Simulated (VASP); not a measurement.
Input of a VASP 6.6.1 run:

The input INCAR:

```
SYSTEM = TaN
PREC = Accurate
ENCUT = 520
EDIFF = 1E-6
ISMEAR = 0
SIGMA = 0.15
LREAL = .FALSE.
LASPH = .TRUE.
NELM = 60
ALGO = Normal
ISIF = 2
LWAVE = .FALSE.
LCHARG = .FALSE.
GGA = PS
NBANDS = 42
```

File KPOINTS:

```
regular mesh
0
G
  14 14 4
  0 0 0
```

POSCAR

```
TaN
1.0
   -3.1222862254      0.0000000000      0.0000000000
   -1.5611431127     -2.7039791891      0.0000000000
    0.0000000000      0.0000000000     12.1049231048
Ta N
4 4
Direct
    0.3333333333      0.3333333333      0.0150445792
    0.3333333333      0.3333333333      0.5150445792
    0.6666666667      0.6666666667      0.2650445792
    0.6666666667      0.6666666667      0.7650445792
    0.3333333333      0.3333333333      0.1774554208
    0.3333333333      0.3333333333      0.6774554208
    0.6666666667      0.6666666667      0.4274554208
    0.6666666667      0.6666666667      0.9274554208
```

Potentials or basis: VASP PAW PBE potentials, release 64 (Ta_pv, N).

Run with:

```sh
$ cat potpaw_PBE.64/Ta_pv/POTCAR potpaw_PBE.64/N/POTCAR > POTCAR
$ mpirun -np 1 vasp_std > vasp.out
```

Estimate the largest force.

0.019 eV/Å.

Estimate the band gap on the k mesh.

zero (band 32 reaches 6.72 eV, above the bottom of band 33 at 6.40 eV).

Stress tensor (GPa, compression positive):
```
0.49 0.00 0.00
0.00 0.49 0.00
0.00 0.00 1.14
```

Caveat: the PAW data sets were made with another functional, which shifts forces and pressure a little; spin-orbit coupling is left out, which moves the levels of the heavy elements.
